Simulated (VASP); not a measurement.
Input of a VASP 6.6.1 run:

The input POSCAR:

```
NiSb
1.0
    3.9157084429      0.0000000000      0.0000000000
   -1.9578542214      3.3911029853      0.0000000000
    0.0000000000      0.0000000000      5.0998373902
Sb Ni
2 2
Direct
    0.6666666667      0.3333333333      0.7500000000
    0.3333333333      0.6666666667      0.2500000000
    0.0000000000      0.0000000000      0.5000000000
    0.0000000000      0.0000000000      0.0000000000
```

INCAR.step1

```
ALGO = Normal
EDIFF = 1E-4
ENCUT = 520
GGA = PE
ISMEAR = -1
ISPIN = 2
LASPH = T
LCHARG = F
LMAXMIX = 4
LREAL = F
LWAVE = T
MAGMOM = 0 0 1 1
NBANDS = 27
NELM = 150
PREC = Accurate
SIGMA = 0.05
```

File INCAR.step2:

```
ALGO = Normal
EDIFF = 1E-6
ENCUT = 520
ISIF = 2
ISMEAR = -1
ISPIN = 2
ISTART = 1
IVDW = 12
LASPH = T
LCHARG = T
LELF = T
LMAXMIX = 4
LMIXTAU = T
LORBIT = 11
LREAL = F
LVHAR = T
LWAVE = F
MAGMOM = 0 0 1 1
METAGGA = R2SCAN
NBANDS = 27
NELM = 150
PREC = Accurate
SIGMA = 0.05
VDW_A1 = 0.49484001
VDW_A2 = 5.73083694
VDW_S6 = 1.0
VDW_S8 = 0.78981345
```

Contents of KPOINTS:

```
k-points
0
Gamma
  8 8 5
```

Potentials or basis: VASP PAW PBE potentials, release 64 (Sb, Ni).

Run with:

```console
$ cat potpaw_PBE.64/Sb/POTCAR potpaw_PBE.64/Ni/POTCAR > POTCAR
$ cp INCAR.step1 INCAR
$ mpirun -np 1 vasp_std > vasp.out
$ cp INCAR.step2 INCAR
$ mpirun -np 1 vasp_std > vasp.out
```

Q: Estimate the pressure.

A: -0.8 GPa.

Q: Estimate the dispersion energy per atom.

A: -0.254 eV.

Stress tensor (GPa, compression positive):
```
-0.87  0.00  0.00
 0.00 -0.87  0.00
 0.00  0.00 -0.70
```

Caveat: three body term missing; the moments typed at the start vanished in this run; the PAW data sets were made with another functional, which shifts forces and pressure a little.
